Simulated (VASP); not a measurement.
# Na (Pmmn) in VASP: notebook, part 2 of 2

VASP 6.6.1. Earlier steps stand in the parts before.

## 4. Single point, PBEsol

This run uses another cell than the first one, of 35.39 Å³/atom, 1.026 times its volume.

Input file INCAR:

```
  PREC = Accurate
  ENCUT = 520
  EDIFF = 1E-7
  ISMEAR = 0
  SIGMA = 0.15
  LREAL = F
  LASPH = T
  NELM = 80
  ALGO = Fast
  ISIF = 2
  LWAVE = F
  LCHARG = T
  GGA = PS
  LELF = T
  LVHAR = T
  NBANDS = 14
```

Input file KPOINTS:

```
Automatic mesh
0
Gamma
  12 12 10
```

Input file POSCAR:

```
Na
1.0
    0.0000000000     -3.6962086161      0.0000000000
   -3.6962086161      0.0000000000      0.0000000000
    0.0000000000      0.0000000000     -5.1808230877
Na
2
Direct
    0.5000000000      0.5547335989      0.5000000000
    0.0000000000     -0.0547335989      0.0000000000
```

Potentials or basis: VASP PAW PBE potentials, release 64 (Na_pv).

Command:

```console
$ cat potpaw_PBE.64/Na_pv/POTCAR > POTCAR
$ mpirun -np 1 vasp_std > vasp.out
```

OUTCAR:

```text
PREC = Accurate
   ENCUT = 520
   EDIFF = 1E-7
   ISMEAR = 0
   LREAL = F
   LASPH = T
   NELM = 80
   ISIF = 2
   GGA = PS

 ion  position               nearest neighbor table
   1  0.500  0.555  0.500-
   2  0.000  0.945  0.000-

  LATTYP: Found a simple tetragonal cell.
 ALAT       =     3.6962086161
 C/A-ratio  =     1.4016587335

  Lattice vectors:

 A1 = (   0.0000000000,  -3.6962086161,   0.0000000000)
 A2 = (  -3.6962086161,   0.0000000000,   0.0000000000)
 A3 = (   0.0000000000,   0.0000000000,  -5.1808230877)

Analysis of symmetry for initial positions (statically):
=====================================================================
 Subroutine PRICEL returns:
 Original cell was already a primitive cell.

 Routine SETGRP: Setting up the symmetry group for a
 simple tetragonal supercell.

 Subroutine GETGRP returns: Found  8 space group operations
 (whereof  4 operations were pure point group operations)
 out of a pool of 16 trial point group operations.

The static configuration has the point symmetry C_2v.
 The point group associated with its full space group is D_2h.

Analysis of symmetry for dynamics (positions and initial velocities):
=====================================================================
 Subroutine PRICEL returns:
 Original cell was already a primitive cell.

 Routine SETGRP: Setting up the symmetry group for a
 simple tetragonal supercell.

 Subroutine GETGRP returns: Found  8 space group operations
 (whereof  4 operations were pure point group operations)
 out of a pool of 16 trial point group operations.

The dynamic configuration has the point symmetry C_2v.
 The point group associated with its full space group is D_2h.

 Subroutine INISYM returns: Found  8 space group operations
 (whereof  4 operations are pure point group operations),
 and found     1 'primitive' translations

[... 116 lines left out ...]
  Fermi-wavevector in a.u.,A,eV,Ry     =   0.953850  1.802516 12.378997  0.909831
  Thomas-Fermi vector in A             =   2.082543
   LORBIT       =      0    0 simple, 1 ext, 2 COOP (PROOUT), +10 PAW based schemes
   GGA     = PS    functional components
   LHFCALC =     F    Hartree Fock is set to
   AEXX    =    0.0000 exact exchange contribution
   IVDW    =     0    specifies the selected vdW correction
   LEPSILON=     F    determine dielectric tensor
   LRPA    =     F    only Hartree local field effects (RPA)
 non-spin polarized calculation
 RMM-DIIS sequential band-by-band and
 Gauss-broadening in eV      SIGMA  =   0.15
  energy-cutoff  :      520.00
  volume of cell :       70.78
 maximum number of plane-waves:      1934
   NGX = 13   NGY = 13   NGZ = 19

 number of electron      14.0000014 magnetization

 Free energy of the ion-electron system (eV)
  ---------------------------------------------------
  ext. energy  EPLUGINS =         0.00000000
  ---------------------------------------------------
  free energy    TOTEN  =        -2.77121250 eV

  energy without entropy =       -2.76038029  energy(sigma->0) =       -2.76579640

 E-fermi :   0.4382     XC(G=0):  -6.6230

 val. band max:        0.4280209309   @ k =  -0.0833   0.5000   0.3000
 cond. band min:       0.4458693258   @ k =   0.4167   0.0833   0.5000
 fundamental gap:      0.0178483949
 Fermi energy:         0.4381552407

 k-point     1 :       0.0000    0.0000    0.0000
  band No.  band energies     occupation
      1     -24.3700      2.00000
      2     -24.3418      2.00000
      3     -24.3366      2.00000
      4     -24.3238      2.00000
      5     -24.3231      2.00000
      6     -24.3229      2.00000
      7      -2.9373      2.00000
      8       2.3105      0.00000
      9       2.8862      0.00000
     10       6.8209      0.00000
     11       7.7139      0.00000
     12       7.7405      0.00000
     13       9.6749      0.00000
     14      11.7930      0.00000
[... 377 lines left out ...]
      1     -24.3578      2.00000
      2     -24.3524      2.00000
      3     -24.3519      2.00000
      4     -24.3368      2.00000
      5     -24.3307      2.00000
      6     -24.3260      2.00000
      7      -0.1269      2.00000
      8      -0.0504      2.00000
      9       4.7735      0.00000
     10       4.9451      0.00000
     11       5.7678      0.00000
     12       5.7766      0.00000
     13       8.7854      0.00000
     14       9.0493      0.00000

 [... further k-points ...]
[... 5 lines left out ...]
  --------------------------------------------------------------------------------------
  -------------------------------------------------------------------------------------
  Total        0.0071603      0.1698304      0.2181861      0.0000000      0.0000000      0.0000000
  in kB        0.1620807      3.8442737      4.9388513      0.0000000      0.0000000      0.0000000
  external PRESSURE =       2.9817352 kB  Pullay stress =       0.0000000 kB

 VOLUME and BASIS-vectors are now :
 -----------------------------------------------------------------------------
  energy-cutoff  :      520.00
  volume of cell :       70.78
      direct lattice vectors                 reciprocal lattice vectors
     0.000000000 -3.696208616  0.000000000     0.000000000 -0.270547500  0.000000000
    -3.696208616  0.000000000  0.000000000    -0.270547500  0.000000000  0.000000000
     0.000000000  0.000000000 -5.180823088     0.000000000  0.000000000 -0.193019523

 POSITION                                       TOTAL-FORCE (eV/Angst)
 -----------------------------------------------------------------------------------
     -2.05041     -1.84810     -2.59041         0.158436      0.000000      0.000000
     -3.49390      0.00000      0.00000        -0.158436      0.000000      0.000000
 -----------------------------------------------------------------------------------
    total drift:                               -0.000000     -0.000000     -0.000000

  FREE ENERGIE OF THE ION-ELECTRON SYSTEM (eV)
  ---------------------------------------------------
  free  energy   TOTEN  =        -2.7712125030 eV

  energy  without entropy=       -2.7603802883  energy(sigma->0) =       -2.76579640
```

OSZICAR:

```text
N       E                     dE             d eps       ncg     rms          rms(c)
DAV:   1     0.947116555654E+02    0.94712E+02   -0.67468E+03  8246   0.103E+03
DAV:   2     0.107429901861E+01   -0.93637E+02   -0.92550E+02  8454   0.276E+02
DAV:   3    -0.272367875053E+01   -0.37980E+01   -0.37941E+01 10608   0.622E+01
DAV:   4    -0.277526946607E+01   -0.51591E-01   -0.51589E-01  8964   0.781E+00
DAV:   5    -0.277645070345E+01   -0.11812E-02   -0.11812E-02 10506   0.121E+00    0.342E-01
RMM:   6    -0.277261229417E+01    0.38384E-02   -0.43093E-03 10498   0.859E-01    0.204E-01
RMM:   7    -0.277126381217E+01    0.13485E-02   -0.38254E-03 10650   0.714E-01    0.647E-02
RMM:   8    -0.277118656270E+01    0.77249E-04   -0.77572E-04 10562   0.510E-01    0.601E-03
RMM:   9    -0.277120681661E+01   -0.20254E-04   -0.20914E-04 11933   0.177E-01    0.633E-03
RMM:  10    -0.277121017961E+01   -0.33630E-05   -0.52861E-05 11329   0.129E-01    0.388E-03
RMM:  11    -0.277121361099E+01   -0.34314E-05   -0.27130E-05 11154   0.635E-02    0.598E-03
RMM:  12    -0.277121209027E+01    0.15207E-05   -0.11862E-05 10712   0.615E-02    0.289E-04
RMM:  13    -0.277121247623E+01   -0.38595E-06   -0.40740E-06  9729   0.274E-02    0.108E-03
RMM:  14    -0.277121250298E+01   -0.26758E-07   -0.35588E-07  7106   0.833E-03
   1 F= -.27712125E+01 E0= -.27657964E+01  d E =-.108322E-01
```

It took 94 s on 1 thread of Intel Xeon 6975P-C (Granite Rapids), shared host; peak memory 0.32 GiB.

Results:

| Property | Result |
| --- | --- |
| Free energy | -2.7712 eV |
| Pressure | 0.3 GPa |
| Largest force | 0.158 eV/Å |
| Band gap on the k mesh | zero (band 7 reaches 3.41 eV, above the bottom of band 8 at -1.51 eV) |

Forces on the atoms (eV/Å):
```
Na   0.158  0.000  0.000
Na  -0.158  0.000  0.000
```

Caveat: the PAW data sets were made with another functional, which shifts forces and pressure a little.

## 5. Single point, PBEsol

This run uses another cell than the first one, of 35.39 Å³/atom, 1.026 times its volume.

Input file INCAR:

```
  PREC = Accurate
  ENCUT = 520
  EDIFF = 1E-7
  ISMEAR = 0
  SIGMA = 0.15
  LREAL = False
  LASPH = True
  NELM = 100
  ALGO = Fast
  ISIF = 2
  LWAVE = False
  LCHARG = False
  GGA = PS
  NBANDS = 14
```

Input file KPOINTS:

```
regular mesh
0
Gamma
  12 12 10
```

Input file POSCAR:

```
Na
1.0
    0.0000000000     -3.6962086161      0.0000000000
   -3.6962086161      0.0000000000      0.0000000000
    0.0000000000      0.0000000000     -5.1808230877
Na
2
Direct
    0.5000000000      0.6094671979      0.5000000000
    0.0000000000     -0.1094671979      0.0000000000
```

Command:

```console
$ cat potpaw_PBE.64/Na_pv/POTCAR > POTCAR
$ mpirun -np 1 vasp_std > vasp.out
```

It took 94 s on 1 thread of Intel Xeon 6975P-C (Granite Rapids), shared host; peak memory 0.32 GiB.

Results (log left out):

```
Free energy            : -2.6859 eV
Pressure               : 0.6 GPa
Largest force          : 0.248 eV/Å
Band gap on the k mesh : zero (band 7 reaches 3.32 eV, above the bottom of band 8 at -1.50 eV)
```

Forces on the atoms (eV/Å):
```
Na   0.248  0.000  0.000
Na  -0.248  0.000  0.000
```

Stress tensor (GPa, compression positive):
```
-0.49  0.00  0.00
 0.00  0.84  0.00
 0.00  0.00  1.39
```

Levels at points of the mesh, in eV from the Fermi level:
| k point | band 3 | band 4 | band 5 | band 6 | band 7 | band 8 | band 9 | band 10 | band 11 | band 12 |
| --- | --- | --- | --- | --- | --- | --- | --- | --- | --- | --- |
| (0.00, 0.00, 0.00) | -24.82 | -24.81 | -24.81 | -24.81 | -3.38 | 1.86 | 2.46 | 6.50 | 7.20 | 7.29 |
| (0.50, 0.00, 0.00) | -24.84 | -24.84 | -24.81 | -24.81 | -0.60 | -0.60 | 4.32 | 4.32 | 5.32 | 5.32 |
| (0.00, 0.50, 0.00) | -24.84 | -24.84 | -24.81 | -24.81 | -0.68 | -0.53 | 4.19 | 4.49 | 5.21 | 5.26 |
| (0.50, 0.50, 0.00) | -24.84 | -24.84 | -24.83 | -24.83 | 1.84 | 1.84 | 2.28 | 2.28 | 6.39 | 6.39 |
| (0.00, 0.00, 0.50) | -24.82 | -24.82 | -24.81 | -24.81 | -1.94 | -1.94 | 7.61 | 7.61 | 8.28 | 8.28 |
| (0.50, 0.00, 0.50) | -24.82 | -24.82 | -24.81 | -24.81 | 0.53 | 0.53 | 1.04 | 1.04 | 10.13 | 10.13 |
| (0.00, 0.50, 0.50) | -24.82 | -24.82 | -24.82 | -24.82 | 0.59 | 0.59 | 0.96 | 0.96 | 10.21 | 10.21 |
| (0.50, 0.50, 0.50) | -24.84 | -24.84 | -24.82 | -24.82 | 2.88 | 2.88 | 3.17 | 3.17 | 3.26 | 3.26 |

Caveat: the PAW data sets were made with another functional, which shifts forces and pressure a little.

## 6. Summary

```csv
cell,further INCAR settings,gap on the mesh (eV),pressure (GPa),largest force (eV/Å)
"a = 3.665, b = 3.665, c = 5.137 Å, 2 atoms",ALGO = Fast; EDIFF = 1e-06; NBANDS = 14,none,0.8,0.26
"a = 3.696, b = 3.696, c = 5.181 Å, 2 atoms",ALGO = Fast; EDIFF = 1e-06; NBANDS = 14,none,0.8,0.23
"a = 3.696, b = 3.696, c = 5.181 Å, 2 atoms",ALGO = Fast; EDIFF = 1e-07; NBANDS = 14,none,0.6,0.25
```

Some of these runs hold the atoms at other places in the same cell, which the table doesn't show; runs alike in all that it shows share one row.

Alike in all rows: task single point; level PBEsol; potentials or basis VASP PAW PBE potentials, release 64 (Na_pv); no spin polarisation; k mesh 12 × 12 × 10; cutoff (eV) 520; smearing gaussian 0.15 eV.

Caveats: the PAW data sets were made with another functional, which shifts forces and pressure a little.

Absolute energies hang on the potentials; compare differences alone.
